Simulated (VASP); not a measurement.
Here is a VASP 6.6.1 calculation.

File INCAR:

```
SYSTEM = Ti
ALGO = Normal ; EDIFF = 1E-6
ENCUT = 520 ; GGA = PS
ISIF = 2 ; ISMEAR = -1
LASPH = .TRUE. ; LCHARG = .FALSE.
LREAL = .FALSE. ; LWAVE = .FALSE.
NBANDS = 12 ; NELM = 80
PREC = Accurate ; SIGMA = 0.08
```

File KPOINTS:

```
k-points
0
G
  14 14 14
  0 0 0
```

File POSCAR:

```
Ti
1.0
    2.2826708312      0.0000000000      0.0000000000
    0.0000000000      2.2826708312      0.0000000000
    0.0000000000      0.0000000000      2.2826708312
Ti
1
Direct
    0.0000000000      0.0000000000      0.0000000000
```

Potentials or basis: VASP PAW PBE potentials, release 64 (Ti_sv).

Launch:

```bash
$ cat potpaw_PBE.64/Ti_sv/POTCAR > POTCAR
$ mpirun -np 1 vasp_std > vasp.out
```

(1) Estimate the band gap on the k mesh.

(2) Estimate the pressure.

Results:

(1) zero (band 6 reaches 13.95 eV, above the bottom of band 7 at 9.93 eV).

(2) 63.6 GPa.

Caveat: the PAW data sets were made with another functional, which shifts forces and pressure a little.
